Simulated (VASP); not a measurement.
# BP (F-43m) in VASP: further runs

BP is run at these levels: PBE; tasks: single point.

Everything below comes from runs of VASP 6.6.1. Logs are shortened: lines on timing, memory, paths and dates and some standing lists are left out, and cuts for length are marked.

### 1 The cell of the first run

The structure is cubic, space group F-43m (No. 216). Conventional cell: a = 4.538 Å, b = 4.538 Å, c = 4.538 Å, α = 90.00°, β = 90.00°, γ = 90.00°. P (site symmetry -43m) has 4 B at 1.97 Å within 2.6 Å. B (site symmetry -43m) has 4 P at 1.97 Å within 2.6 Å.

### 2 Single point, PBE

Input file INCAR:

```
SYSTEM = BP
PREC = Accurate
ENCUT = 520
EDIFF = 1E-7
ISMEAR = -1
SIGMA = 0.025
LREAL = .FALSE.
LASPH = .TRUE.
NELM = 60
ALGO = Normal
ISIF = 2
LWAVE = .FALSE.
LCHARG = .FALSE.
GGA = PE
NBANDS = 11
```

Input file KPOINTS:

```
regular mesh
0
G
  8 8 8
  0 0 0
```

Input file POSCAR:

```
BP
1.0
    0.0000000000      2.2690000000      2.2690000000
    2.2690000000      0.0000000000      2.2690000000
    2.2690000000      2.2690000000      0.0000000000
P B
1 1
Direct
    0.7500000000      0.7500000000      0.7500000000
    0.0000000000      0.0000000000      0.0000000000
```

Potentials or basis: VASP PAW PBE potentials, release 64 (P, B).

The run is started by

```bash
$ cat potpaw_PBE.64/P/POTCAR potpaw_PBE.64/B/POTCAR > POTCAR
$ mpirun -np 1 vasp_std > vasp.out
```

OUTCAR:

```text
SYSTEM = BP
   PREC = Accurate
   ENCUT = 520
   EDIFF = 1E-7
   ISMEAR = -1
   LREAL = .FALSE.
   LASPH = .TRUE.
   NELM = 60
   ISIF = 2
   GGA = PE

 ion  position               nearest neighbor table
   1  0.750  0.750  0.750-   2 1.97   2 1.97   2 1.97   2 1.97
   2  0.000  0.000  0.000-   1 1.97   1 1.97   1 1.97   1 1.97

  LATTYP: Found a face centered cubic cell.
 ALAT       =     4.5380000000

  Lattice vectors:

 A1 = (   0.0000000000,   2.2690000000,   2.2690000000)
 A2 = (   2.2690000000,   0.0000000000,   2.2690000000)
 A3 = (   2.2690000000,   2.2690000000,   0.0000000000)

Analysis of symmetry for initial positions (statically):
=====================================================================
 Subroutine PRICEL returns:
 Original cell was already a primitive cell.

 Routine SETGRP: Setting up the symmetry group for a
 face centered cubic supercell.

 Subroutine GETGRP returns: Found 24 space group operations
 (whereof 24 operations were pure point group operations)
 out of a pool of 48 trial point group operations.

The static configuration has the point symmetry T_d .

Analysis of symmetry for dynamics (positions and initial velocities):
=====================================================================
 Subroutine PRICEL returns:
 Original cell was already a primitive cell.

 Routine SETGRP: Setting up the symmetry group for a
 face centered cubic supercell.

 Subroutine GETGRP returns: Found 24 space group operations
 (whereof 24 operations were pure point group operations)
 out of a pool of 48 trial point group operations.

The dynamic configuration has the point symmetry T_d .

 Subroutine INISYM returns: Found 24 space group operations
 (whereof 24 operations are pure point group operations),
 and found     1 'primitive' translations

----------------------------------------------------------------------------------------

                                     Primitive cell

  volume of cell :      23.3633

  direct lattice vectors                    reciprocal lattice vectors
     0.000000000  2.269000000  2.269000000    -0.220361393  0.220361393  0.220361393
     2.269000000  0.000000000  2.269000000     0.220361393 -0.220361393  0.220361393
     2.269000000  2.269000000  0.000000000     0.220361393  0.220361393 -0.220361393

  length of vectors
     3.208850573  3.208850573  3.208850573     0.381677128  0.381677128  0.381677128

  position of ions in fractional coordinates (direct lattice)
     0.750000000  0.750000000  0.750000000
     0.000000000  0.000000000  0.000000000

  ion indices of the primitive-cell ions
   primitive index   ion index
                 1           1
                 2           2

----------------------------------------------------------------------------------------

 KPOINTS: regular mesh

Automatic generation of k-mesh.
 Grid dimensions read from file:
 generate k-points for:    8    8    8

 Generating k-lattice:

  Cartesian coordinates                     Fractional coordinates (reciprocal lattice)
    -0.027545174  0.027545174  0.027545174     0.125000000  0.000000000  0.000000000
     0.027545174 -0.027545174  0.027545174     0.000000000  0.125000000  0.000000000
     0.027545174  0.027545174 -0.027545174     0.000000000  0.000000000  0.125000000

  Length of vectors
     0.047709641  0.047709641  0.047709641

  Shift w.r.t. Gamma in fractional coordinates (k-lattice)
     0.000000000  0.000000000  0.000000000

 Subroutine IBZKPT returns following result:
 ===========================================

 Found     29 irreducible k-points:

 Following reciprocal coordinates:
            Coordinates               Weight
  0.000000  0.000000  0.000000      1.000000
  0.125000  0.000000  0.000000      8.000000
  0.250000  0.000000  0.000000      8.000000
  0.375000  0.000000  0.000000      8.000000
  0.500000  0.000000  0.000000      4.000000
  0.125000  0.125000  0.000000      6.000000
[... 16 lines left out ...]
  0.500000  0.250000  0.125000     48.000000
 -0.375000  0.250000  0.125000     24.000000
 [... further k-points ...]
   k-points           NKPTS =     29   k-points in BZ     NKDIM =     29   number of bands    NBANDS=     11
   number of dos      NEDOS =    301   number of ions     NIONS =      2
   total plane-waves  NPLWV =  13824
   dimension x,y,z NGX =    24 NGY =   24 NGZ =   24
   dimension x,y,z NGXF=    48 NGYF=   48 NGZF=   48
   ions per type =               1   1
   NGX,Y,Z   is equivalent  to a cutoff of  12.43, 12.43, 12.43 a.u.
   NGXF,Y,Z  is equivalent  to a cutoff of  24.87, 24.87, 24.87 a.u.
 SYSTEM =  BP
   PREC   = accura    normal or accurate (medium, high low for compatibility)
   ISTART =      0    job   : 0-new  1-cont  2-samecut
   ICHARG =      2    charge: 1-file 2-atom 10-const
   ISPIN  =      1    spin polarized calculation?
   LNONCOLLINEAR =      F non collinear calculations
   LSORBIT =      F    spin-orbit coupling
   LASPH  =      T    aspherical Exc in radial PAW
   ENCUT  =  520.0 eV  38.22 Ry    6.18 a.u.   5.97  5.97  5.97*2*pi/ulx,y,z
   NELM   =     60;   NELMIN=  2; NELMDL= -5     # of ELM steps
   EDIFF  = 0.1E-06   stopping-criterion for ELM
   LREAL  =      F    real-space projection
   EDIFFG = 0.1E-05   stopping-criterion for IOM
   NSW    =      0    number of steps for IOM
   IBRION =     -1    ionic relax: 0-MD 1-quasi-New 2-CG
   NFREE  =      0    steps in history (QN), initial steepest desc. (CG)
   ISIF   =      2    stress and relaxation
   ISYM   =      2    0-nonsym 1-usesym 2-fastsym
   POTIM  = 0.5000    time-step for ionic-motion
   TEBEG  =    0.0;   TEEND  =   0.0 temperature during run
   PSTRESS=    0.0 pullay stress
   NELECT =       8.0000    total number of electrons
   NUPDOWN=      -1.0000    fix difference up-down
   EMIN   =  10.00;   EMAX   =-10.00  energy-range for DOS
   EFERMI =   0.00;   METHOD = LEGACY
   ISMEAR =    -1;   SIGMA  =   0.03  broadening in eV -4-tet -1-fermi 0-gaus
   EFERMI_NEDOS =   21; number of points for ismear=-14 and -15
   IALGO  =     38    algorithm
   IMIX   =      4    mixing-type and parameters
     AMIX     =   0.40;   BMIX     =  1.00
     AMIX_MAG =   1.60;   BMIX_MAG =  1.00
  volume/ion in A,a.u.               =      11.68        78.83
  Fermi-wavevector in a.u.,A,eV,Ry     =   1.145320  2.164342 17.847562  1.311759
  Thomas-Fermi vector in A             =   2.282009
   LORBIT       =      0    0 simple, 1 ext, 2 COOP (PROOUT), +10 PAW based schemes
   GGA     = PE    functional components
   LHFCALC =     F    Hartree Fock is set to
   AEXX    =    0.0000 exact exchange contribution
   IVDW    =     0    specifies the selected vdW correction
   LEPSILON=     F    determine dielectric tensor
   LRPA    =     F    only Hartree local field effects (RPA)
 non-spin polarized calculation
  energy-cutoff  :      520.00
  volume of cell :       23.36
 maximum number of plane-waves:       638
   NGX = 11   NGY = 11   NGZ = 11

 number of electron       8.0000000 magnetization

 Free energy of the ion-electron system (eV)
  ---------------------------------------------------
  ext. energy  EPLUGINS =         0.00000000
  ---------------------------------------------------
  free energy    TOTEN  =       -12.92861558 eV

  energy without entropy =      -12.92861558  energy(sigma->0) =      -12.92861558

 E-fermi :   7.9314     XC(G=0): -10.9068

 val. band max:        7.4337324477   @ k =   0.0000   0.0000   0.0000
 cond. band min:       8.7027881240   @ k =   0.3750   0.3750   0.0000
 fundamental gap:      1.2690556763
 Fermi energy:         7.9314075186

 k-point     1 :       0.0000    0.0000    0.0000
  band No.  band energies     occupation
      1      -8.0270      2.00000
      2       7.4337      2.00000
      3       7.4337      2.00000
      4       7.4337      2.00000
      5      10.8340      0.00000
      6      10.8340      0.00000
      7      10.8340      0.00000
      8      14.8080      0.00000
      9      18.9464      0.00000
     10      19.5618      0.00000
     11      19.5618      0.00000

 k-point     2 :       0.1250    0.0000    0.0000
  band No.  band energies     occupation
      1      -7.7459      2.00000
      2       5.5789      2.00000
      3       7.0055      2.00000
      4       7.0055      2.00000
      5      11.3686      0.00000
      6      11.4261      0.00000
      7      11.4261      0.00000
      8      15.5953      0.00000
      9      18.6546      0.00000
     10      18.6546      0.00000
     11      19.7808      0.00000

 k-point     3 :       0.2500    0.0000    0.0000
  band No.  band energies     occupation
      1      -6.9215      2.00000
      2       2.5873      2.00000
      3       6.3164      2.00000
      4       6.3164      2.00000
      5      11.4357      0.00000
      6      12.1966      0.00000
      7      12.1966      0.00000
      8      17.0435      0.00000
      9      18.3967      0.00000
     10      18.3967      0.00000
     11      20.4778      0.00000

 k-point     4 :       0.3750    0.0000    0.0000
  band No.  band energies     occupation
      1      -5.6599      2.00000
      2      -0.1376      2.00000
      3       5.8394      2.00000
      4       5.8394      2.00000
      5      11.2837      0.00000
      6      12.2532      0.00000
      7      12.2532      0.00000
      8      17.5974      0.00000
      9      20.0566      0.00000
     10      20.0566      0.00000
     11      21.2607      0.00000
[... 239 lines left out ...]
 k-point    22 :       0.3750    0.2500    0.1250
  band No.  band energies     occupation
      1      -6.1982      2.00000
      2       2.4999      2.00000
      3       3.6388      2.00000
      4       5.4559      2.00000
      5      10.8943      0.00000
      6      13.4392      0.00000
      7      13.6447      0.00000
      8      14.9565      0.00000
      9      19.0285      0.00000
     10      21.3273      0.00000
     11      23.0490      0.00000

 k-point    23 :       0.5000    0.2500    0.1250
  band No.  band energies     occupation
      1      -4.9677      2.00000
      2       0.3338      2.00000
      3       2.9864      2.00000
      4       4.6864      2.00000
      5      11.5395      0.00000
      6      12.9061      0.00000
      7      14.7592      0.00000
      8      15.7728      0.00000
      9      19.8529      0.00000
     10      20.8403      0.00000
     11      24.5066      0.00000

 k-point    24 :      -0.3750    0.2500    0.1250
  band No.  band energies     occupation
      1      -4.0448      2.00000
      2      -1.0147      2.00000
      3       2.9067      2.00000
      4       4.3177      2.00000
      5      11.6256      0.00000
      6      12.6322      0.00000
      7      15.7427      0.00000
      8      17.2233      0.00000
      9      17.8882      0.00000
     10      21.8535      0.00000
     11      24.2856      0.00000

 [... further k-points ...]
[... 5 lines left out ...]
  --------------------------------------------------------------------------------------
  -------------------------------------------------------------------------------------
  Total        0.1334215      0.1334215      0.1334215      0.0000000      0.0000000      0.0000000
  in kB        9.1496139      9.1496139      9.1496139      0.0000000      0.0000000      0.0000000
  external PRESSURE =       9.1496139 kB  Pullay stress =       0.0000000 kB

 VOLUME and BASIS-vectors are now :
 -----------------------------------------------------------------------------
  energy-cutoff  :      520.00
  volume of cell :       23.36
      direct lattice vectors                 reciprocal lattice vectors
     0.000000000  2.269000000  2.269000000    -0.220361393  0.220361393  0.220361393
     2.269000000  0.000000000  2.269000000     0.220361393 -0.220361393  0.220361393
     2.269000000  2.269000000  0.000000000     0.220361393  0.220361393 -0.220361393

 POSITION                                       TOTAL-FORCE (eV/Angst)
 -----------------------------------------------------------------------------------
      3.40350      3.40350      3.40350        -0.000000      0.000000     -0.000000
      0.00000      0.00000      0.00000         0.000000     -0.000000      0.000000
 -----------------------------------------------------------------------------------
    total drift:                               -0.000000     -0.000000     -0.000000

  FREE ENERGIE OF THE ION-ELECTRON SYSTEM (eV)
  ---------------------------------------------------
  free  energy   TOTEN  =       -12.9286155779 eV

  energy  without entropy=      -12.9286155779  energy(sigma->0) =      -12.92861558
```

It took 7.2 s on 1 thread of AMD EPYC 7R43 (Zen 3), shared host; peak memory 0.1 GiB.

Results:

```
Free energy            : -12.9286 eV
Pressure               : 0.9 GPa
Band gap on the k mesh : 1.27 eV, indirect (least direct gap 3.40 eV)
```

Levels at points of the mesh, in eV from the valence-band top:
| k point | band 2 | band 3 | band 4 | band 5 | band 6 | band 7 |
| --- | --- | --- | --- | --- | --- | --- |
| (0.00, 0.00, 0.00) | 0.00 | 0.00 | 0.00 | 3.40 | 3.40 | 3.40 |
| (0.50, 0.00, 0.00) | -9.03 | -1.76 | -1.76 | 3.78 | 4.71 | 4.71 |
| (0.50, 0.50, 0.00) | -8.58 | -4.11 | -4.11 | 1.33 | 1.66 | 12.12 |

A k mesh can miss the band edges.

### 3 Single point, PBE

Input file INCAR:

```
SYSTEM = BP
PREC     = Accurate       ! precision mode
ENCUT    = 520            ! plane-wave cutoff, eV
EDIFF    = 1E-6           ! SCF threshold, eV
ISMEAR   = -1             ! smearing method
SIGMA    = 0.01           ! smearing width, eV
LREAL    = .FALSE.        ! projectors in reciprocal space
LASPH    = .TRUE.         ! aspherical terms in the spheres
NELM     = 60             ! most SCF steps
ALGO     = Normal         ! electronic algorithm
ISIF     = 2              ! what is computed and relaxed
LWAVE    = .FALSE.        ! write WAVECAR
LCHARG   = .FALSE.        ! write CHGCAR
GGA      = PE             ! functional
NBANDS   = 11             ! bands
```

KPOINTS is that of step 2.

POSCAR is that of step 2.

Potentials or basis: VASP PAW PBE potentials, release 64 (P, B).

The run is started by

```bash
$ cat potpaw_PBE.64/P/POTCAR potpaw_PBE.64/B/POTCAR > POTCAR
$ mpirun -np 1 vasp_std > vasp.out
```

OUTCAR:

```text
SYSTEM = BP
   PREC = Accurate
   ENCUT = 520
   EDIFF = 1E-6
   ISMEAR = -1
   LREAL = .FALSE.
   LASPH = .TRUE.
   NELM = 60
   ISIF = 2
   GGA = PE

 ion  position               nearest neighbor table
   1  0.750  0.750  0.750-   2 1.97   2 1.97   2 1.97   2 1.97
   2  0.000  0.000  0.000-   1 1.97   1 1.97   1 1.97   1 1.97

  LATTYP: Found a face centered cubic cell.
 ALAT       =     4.5380000000

  Lattice vectors:

 A1 = (   0.0000000000,   2.2690000000,   2.2690000000)
 A2 = (   2.2690000000,   0.0000000000,   2.2690000000)
 A3 = (   2.2690000000,   2.2690000000,   0.0000000000)

Analysis of symmetry for initial positions (statically):
=====================================================================
 Subroutine PRICEL returns:
 Original cell was already a primitive cell.

 Routine SETGRP: Setting up the symmetry group for a
 face centered cubic supercell.

 Subroutine GETGRP returns: Found 24 space group operations
 (whereof 24 operations were pure point group operations)
 out of a pool of 48 trial point group operations.

The static configuration has the point symmetry T_d .

Analysis of symmetry for dynamics (positions and initial velocities):
[... 163 lines left out ...]
 Fermi energy:         7.6887008871

 k-point     1 :       0.0000    0.0000    0.0000
  band No.  band energies     occupation
      1      -8.0269      2.00000
      2       7.4338      2.00000
      3       7.4338      2.00000
      4       7.4338      2.00000
      5      10.8341      0.00000
      6      10.8341      0.00000
      7      10.8341      0.00000
      8      14.8081      0.00000
      9      18.9463      0.00000
     10      19.5619      0.00000
     11      19.5619      0.00000
[... 309 lines left out ...]
 k-point    24 :      -0.3750    0.2500    0.1250
  band No.  band energies     occupation
      1      -4.0447      2.00000
      2      -1.0147      2.00000
      3       2.9068      2.00000
      4       4.3178      2.00000
      5      11.6256      0.00000
      6      12.6323      0.00000
      7      15.7428      0.00000
      8      17.2234      0.00000
      9      17.8882      0.00000
     10      21.8536      0.00000
     11      24.2855      0.00000

 [... further k-points ...]
[... 5 lines left out ...]
  --------------------------------------------------------------------------------------
  -------------------------------------------------------------------------------------
  Total        0.1319899      0.1319899      0.1319899     -0.0000000      0.0000000      0.0000000
  in kB        9.0514431      9.0514431      9.0514431     -0.0000000      0.0000000      0.0000000
  external PRESSURE =       9.0514431 kB  Pullay stress =       0.0000000 kB

 VOLUME and BASIS-vectors are now :
 -----------------------------------------------------------------------------
  energy-cutoff  :      520.00
  volume of cell :       23.36
      direct lattice vectors                 reciprocal lattice vectors
     0.000000000  2.269000000  2.269000000    -0.220361393  0.220361393  0.220361393
     2.269000000  0.000000000  2.269000000     0.220361393 -0.220361393  0.220361393
     2.269000000  2.269000000  0.000000000     0.220361393  0.220361393 -0.220361393

 POSITION                                       TOTAL-FORCE (eV/Angst)
 -----------------------------------------------------------------------------------
      3.40350      3.40350      3.40350        -0.000000      0.000000      0.000000
      0.00000      0.00000      0.00000         0.000000     -0.000000     -0.000000
 -----------------------------------------------------------------------------------
    total drift:                               -0.000000     -0.000000     -0.000000

  FREE ENERGIE OF THE ION-ELECTRON SYSTEM (eV)
  ---------------------------------------------------
  free  energy   TOTEN  =       -12.9286156381 eV

  energy  without entropy=      -12.9286156381  energy(sigma->0) =      -12.92861564
```

OSZICAR:

```text
N       E                     dE             d eps       ncg     rms          rms(c)
DAV:   1     0.920128127700E+01    0.92013E+01   -0.40106E+03   646   0.655E+02
DAV:   2    -0.130467878433E+02   -0.22248E+02   -0.20634E+02   867   0.110E+02
DAV:   3    -0.136346114156E+02   -0.58782E+00   -0.58654E+00   816   0.155E+01
DAV:   4    -0.136368766462E+02   -0.22652E-02   -0.22649E-02   727   0.114E+00
DAV:   5    -0.136368885100E+02   -0.11864E-04   -0.11864E-04   793   0.829E-02    0.721E+00
DAV:   6    -0.130268863023E+02    0.61000E+00   -0.13909E+00   716   0.510E+00    0.388E+00
DAV:   7    -0.129359326798E+02    0.90954E-01   -0.23332E-01   791   0.241E+00    0.133E+00
DAV:   8    -0.129280873318E+02    0.78453E-02   -0.26796E-02   751   0.933E-01    0.194E-01
DAV:   9    -0.129284065113E+02   -0.31918E-03   -0.71510E-04   730   0.180E-01    0.125E-01
DAV:  10    -0.129286038349E+02   -0.19732E-03   -0.24826E-04   708   0.989E-02    0.283E-02
DAV:  11    -0.129286146475E+02   -0.10813E-04   -0.11875E-05   810   0.225E-02    0.337E-02
DAV:  12    -0.129286156381E+02   -0.99061E-06   -0.48566E-06   704   0.107E-02
   1 F= -.12928616E+02 E0= -.12928616E+02  d E =-.264881E-13
```

stdout:

```text
POSCAR found type information on POSCAR P B
 POSCAR found :  2 types and       2 ions
 scaLAPACK will be used
 LDA part: xc-table for (Slater+PW92), standard interpolation
 POSCAR, INCAR and KPOINTS ok, starting setup
 FFT: planning ... GRIDC
 FFT: planning ... GRID_SOFT
 FFT: planning ... GRID
 WAVECAR not read
 entering main loop
```

Run time: 6.9 s. Hardware: 1 thread of AMD EPYC 7R43 (Zen 3), shared host; peak memory 0.1 GiB.

Results:

```
Free energy            : -12.9286 eV
Pressure               : 0.9 GPa
Band gap on the k mesh : 1.27 eV, indirect (least direct gap 3.40 eV)
```

[end of part 1 of 2]
